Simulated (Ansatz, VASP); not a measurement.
## Two plane-wave programs on Ti3Al

File INCAR:

```
PREC = Accurate
ENCUT = 520
EDIFF = 1E-7
ISMEAR = 0
SIGMA = 0.15
LREAL = F
LASPH = T
NELM = 80
ALGO = Fast
ISIF = 2
LWAVE = F
LCHARG = T
GGA = PS
LELF = T
LVHAR = T
NBANDS = 28
```

KPOINTS

```
regular mesh
0
Gamma
  18 18 6
```

The input POSCAR:

```
Ti3Al
1.0
    2.8695034417      0.0000000000      0.0000000000
   -1.4347517208      2.4850628768      0.0000000000
    0.0000000000      0.0000000000      9.0563648205
Ti Al
3 1
Direct
    0.6666666667      0.3333333333      0.0000000000
    0.3333333333      0.6666666667      0.7511732072
    0.3333333333      0.6666666667      0.2488267928
    0.6666666667      0.3333333333      0.5000000000
```

Input for Ansatz:

```yaml
crystal:
  lattice:
    - [2.8695034417, 0.0, 0.0]
    - [-1.4347517208, 2.4850628768, 0.0]
    - [0.0, 0.0, 9.0563648205]
  atoms:
    - { symbol: Ti, position: [0.6666666667, 0.3333333333, 0.0] }
    - { symbol: Ti, position: [0.3333333333, 0.6666666667, 0.7511732072] }
    - { symbol: Ti, position: [0.3333333333, 0.6666666667, 0.2488267928] }
    - { symbol: Al, position: [0.6666666667, 0.3333333333, 0.5] }
basis:
  ecutwfc: 520.0
kpoints:
  mp_grid: { grid: [18, 18, 6] }
hamiltonian:
  xc: pbesol
  pseudopotentials: { kind: paw, azcp: { folder: soft_1 } }
scf:
  occupations: { method: gaussian, width: 0.15 }
output:
  forces: true
  stress: true
  eigenvalues: true
```

Alike in both runs: task single point; functional PBEsol; k mesh 18 × 18 × 6; occupations gaussian, width 0.15 eV; no spin polarisation.

|  | VASP | Ansatz |
| --- | --- | --- |
| version | VASP 6.6.1 | Ansatz 0.2.0 |
| potentials or method | VASP PAW PBE potentials, release 64 (Ti_sv, Al), cutoff 520 eV | scalar-relativistic, plane waves, PAW |
| valence electrons in the cell | 39 | 39 |

|  | VASP | Ansatz | Ansatz less VASP |
| --- | --- | --- | --- |
| gap on the k mesh at the Fermi level (eV) | none | none | - |
| pressure (GPa) | 3.1 | 3.3 | +0.17 |
| traceless stress, the component that is largest in VASP (GPa) | 0.33 | 0.27 | -0.061 |
| rms of the force components (eV/Å) | 0.003 | 0.009 | +0.0060 |

VASP's potentials were made for PBE, not for PBEsol, and Ansatz warns of the same on its side. Atom by atom the forces differ by 0.006 eV/Å (rms over components). A gap of «none» marks a metal or a gap that the smearing closes.
